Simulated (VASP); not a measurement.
Input of a VASP 6.6.1 run:

INCAR

```
SYSTEM = Ru
  ALGO = Normal
  EDIFF = 1E-6
  ENCUT = 520
  GGA = PE
  ISIF = 2
  ISMEAR = -1
  LASPH = .True.
  LCHARG = .False.
  LREAL = .False.
  LWAVE = .False.
  NBANDS = 21
  NELM = 100
  PREC = Accurate
  SIGMA = 0.03
```

KPOINTS

```
k-points
0
Gamma
  14 14 8
  0 0 0
```

File POSCAR:

```
Ru
1.0
    2.7057993342      0.0000000000      0.0000000000
   -1.3528996671      2.3432909610      0.0000000000
    0.0000000000      0.0000000000      4.3247190000
Ru
2
Direct
    0.3333333333      0.6666666667      0.2500000000
    0.6666666667      0.3333333333      0.7500000000
```

Potentials or basis: VASP PAW PBE potentials, release 64 (Ru_pv).

Command:

```bash
$ cat potpaw_PBE.64/Ru_pv/POTCAR > POTCAR
$ mpirun -np 1 vasp_std > vasp.out
```

**Question.** What does it give for the band gap on the k mesh?

**Answer.** Zero (bands 14 and 15 overlap by 3.09 eV).

**Question.** What does it give for the pressure?

**Answer.** 1.1 GPa.

Stress tensor (GPa, compression positive):
```
 3.26  0.00  0.00
 0.00  3.26  0.00
 0.00  0.00 -3.11
```

Caveat: the cell differs from its parent crystal (zz strain of +1 %); the stress differs along the axes, from -3 to 3 GPa.
